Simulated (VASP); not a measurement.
# Ir (Fm-3m) in VASP: further runs, part 2 of 2

VASP 6.6.1. The steps go on from the part before.

## (3) Single point, PBEsol (volume scaled by 0.92)

File INCAR:

```
SYSTEM = Ir
  PREC = Accurate
  ENCUT = 520
  EDIFF = 1E-6
  ISMEAR = -1
  SIGMA = 0.1
  LREAL = .FALSE.
  LASPH = .TRUE.
  NELM = 100
  ALGO = Normal
  ISIF = 2
  LWAVE = .FALSE.
  LCHARG = .FALSE.
  GGA = PS
  NBANDS = 10
```

File KPOINTS:

```
Automatic mesh
0
G
  23 23 23
  0 0 0
```

File POSCAR:

```
Ir
1.0
    0.0000000000      1.8632959721      1.8632959721
    1.8632959721      0.0000000000      1.8632959721
    1.8632959721      1.8632959721      0.0000000000
Ir
1
Direct
    0.0000000000      0.0000000000      0.0000000000
```

Potentials or basis: VASP PAW PBE potentials, release 64 (Ir).

Started as:

```console
$ cat potpaw_PBE.64/Ir/POTCAR > POTCAR
$ mpirun -np 1 vasp_std > vasp.out
```

OUTCAR:

```text
SYSTEM = Ir
   PREC = Accurate
   ENCUT = 520
   EDIFF = 1E-6
   ISMEAR = -1
   LREAL = .FALSE.
   LASPH = .TRUE.
   NELM = 100
   ISIF = 2
   GGA = PS

 ion  position               nearest neighbor table
   1  0.000  0.000  0.000-

  LATTYP: Found a face centered cubic cell.
 ALAT       =     3.7265919442

  Lattice vectors:

 A1 = (   0.0000000000,   1.8632959721,   1.8632959721)
 A2 = (   1.8632959721,   0.0000000000,   1.8632959721)
[... 490 lines left out ...]
     10      32.4251      0.00000

 [... further k-points ...]

------------------------ aborting loop because EDIFF is reached ----------------------------------------

  FORCE on cell =-STRESS in cart. coord.  units (eV):
  Direction    XX          YY          ZZ          XY          YZ          ZX
  --------------------------------------------------------------------------------------
  -------------------------------------------------------------------------------------
  Total        3.3250454      3.3250454      3.3250454     -0.0000000     -0.0000000     -0.0000000
  in kB      411.7490747    411.7490747    411.7490747     -0.0000000     -0.0000000     -0.0000000
  external PRESSURE =     411.7490747 kB  Pullay stress =       0.0000000 kB

 VOLUME and BASIS-vectors are now :
 -----------------------------------------------------------------------------
  energy-cutoff  :      520.00
  volume of cell :       12.94
      direct lattice vectors                 reciprocal lattice vectors
     0.000000000  1.863295972  1.863295972    -0.268341695  0.268341695  0.268341695
     1.863295972  0.000000000  1.863295972     0.268341695 -0.268341695  0.268341695
     1.863295972  1.863295972  0.000000000     0.268341695  0.268341695 -0.268341695

 POSITION                                       TOTAL-FORCE (eV/Angst)
 -----------------------------------------------------------------------------------
      0.00000      0.00000      0.00000         0.000000     -0.000000     -0.000000
 -----------------------------------------------------------------------------------
    total drift:                                0.000000      0.000000      0.000000

  FREE ENERGIE OF THE ION-ELECTRON SYSTEM (eV)
  ---------------------------------------------------
  free  energy   TOTEN  =        -9.6994253337 eV

  energy  without entropy=       -9.6758181957  energy(sigma->0) =       -9.68762176
```

OSZICAR:

```text
N       E                     dE             d eps       ncg     rms          rms(c)
DAV:   1     0.484638010394E+02    0.48464E+02   -0.44766E+03  7336   0.833E+02
DAV:   2    -0.941550909167E+01   -0.57879E+02   -0.55037E+02  7482   0.202E+02
DAV:   3    -0.102744016186E+02   -0.85889E+00   -0.85650E+00  8430   0.298E+01
DAV:   4    -0.102823333146E+02   -0.79317E-02   -0.79301E-02  8338   0.264E+00
DAV:   5    -0.102824791471E+02   -0.14583E-03   -0.14583E-03  8550   0.341E-01    0.202E+01
DAV:   6    -0.981618568051E+01    0.46629E+00   -0.67656E-01  8224   0.102E+01    0.866E+00
DAV:   7    -0.970697821462E+01    0.10921E+00   -0.27258E-01  9192   0.595E+00    0.147E+00
DAV:   8    -0.970296476689E+01    0.40134E-02   -0.19742E-03  7936   0.518E-01    0.957E-01
DAV:   9    -0.969942782698E+01    0.35369E-02   -0.21850E-03  8026   0.688E-01    0.391E-02
DAV:  10    -0.969942355737E+01    0.42696E-05   -0.12724E-05 10618   0.359E-02    0.103E-02
DAV:  11    -0.969942537276E+01   -0.18154E-05   -0.90119E-07  5938   0.571E-03    0.528E-04
DAV:  12    -0.969942533372E+01    0.39046E-07   -0.24147E-08  3878   0.168E-03
   1 F= -.96994253E+01 E0= -.96876218E+01  d E =-.236071E-01
```

stdout:

```text
POSCAR found type information on POSCAR Ir
 POSCAR found :  1 types and       1 ions
 scaLAPACK will be used
 -----------------------------------------------------------------------------
|                                                                             |
|                                                                             |
|     You enforced a specific xc type in the INCAR file but a different       |
|     I HOPE YOU KNOW WHAT YOU ARE DOING!                                     |
|                                                                             |
 -----------------------------------------------------------------------------

 LDA part: xc-table for (Slater+PW92), standard interpolation
 POSCAR, INCAR and KPOINTS ok, starting setup
 FFT: planning ... GRIDC
 FFT: planning ... GRID_SOFT
 FFT: planning ... GRID
 WAVECAR not read
 entering main loop
```

Run time: 20 s. Hardware: 1 thread of Intel Xeon 6975P-C (Granite Rapids), shared host; peak memory 0.16 GiB.

Results:

| Property | Result |
| --- | --- |
| Free energy | -9.6994 eV |
| Pressure | 41.2 GPa |

Caveat: the PAW data sets were made with another functional, which shifts forces and pressure a little; spin-orbit coupling is left out, which moves the levels of the heavy elements.

## (4) Single point, PBEsol (volume scaled by 0.96)

File INCAR:

```
ALGO     = Normal         # electronic algorithm
EDIFF    = 1E-7           # SCF threshold, eV
ENCUT    = 520            # plane-wave cutoff, eV
GGA      = PS             # functional
ISIF     = 2              # what is computed and relaxed
ISMEAR   = -1             # smearing method
LASPH    = True           # aspherical terms in the spheres
LCHARG   = False          # write CHGCAR
LREAL    = False          # projectors in reciprocal space
LWAVE    = False          # write WAVECAR
NBANDS   = 10             # bands
NELM     = 60             # most SCF steps
PREC     = Accurate       # precision mode
SIGMA    = 0.1            # smearing width, eV
```

File KPOINTS:

```
k-points
0
Gamma
  23 23 23
```

File POSCAR:

```
Ir
1.0
    0.0000000000      1.8899180828      1.8899180828
    1.8899180828      0.0000000000      1.8899180828
    1.8899180828      1.8899180828      0.0000000000
Ir
1
Direct
    0.0000000000      0.0000000000      0.0000000000
```

Started as:

```console
$ cat potpaw_PBE.64/Ir/POTCAR > POTCAR
$ mpirun -np 1 vasp_std > vasp.out
```

Run time: 18 s. Hardware: 1 thread of Intel Xeon 6975P-C (Granite Rapids), shared host; peak memory 0.17 GiB.

It converged, with:

```
Free energy : -9.8029 eV
Pressure    : 18.5 GPa
```

Levels at points of the mesh, in eV from the Fermi level:
| k point | band 2 | band 3 | band 4 | band 5 | band 6 | band 7 |
| --- | --- | --- | --- | --- | --- | --- |
| (0.00, 0.00, 0.00) | -4.17 | -4.17 | -4.17 | -1.25 | -1.25 | 14.24 |

Caveat: the PAW data sets were made with another functional, which shifts forces and pressure a little; spin-orbit coupling is left out, which moves the levels of the heavy elements.

## (5) Overview

| task | cell | k mesh | cutoff (eV) | gap on the mesh (eV) | pressure (GPa) |
| --- | --- | --- | --- | --- | --- |
| relaxation of cell and atoms | relaxed from a = 2.715 Å, angles 60.0°, 1 atom | 14 × 14 × 14 | 600 | none | 0.0 |
| single point | a = 2.635 Å, angles 60.0°, 1 atom | 23 × 23 × 23 | 520 | none | 41.2 |
| single point | a = 2.673 Å, angles 60.0°, 1 atom | 23 × 23 × 23 | 520 | none | 18.5 |

Alike in all rows: level PBEsol; potentials or basis VASP PAW PBE potentials, release 64 (Ir); no spin polarisation; smearing fermi-dirac 0.1 eV.

Caveats: the PAW data sets were made with another functional, which shifts forces and pressure a little; spin-orbit coupling is left out, which moves the levels of the heavy elements.

Absolute energies hang on the potentials; compare differences alone.
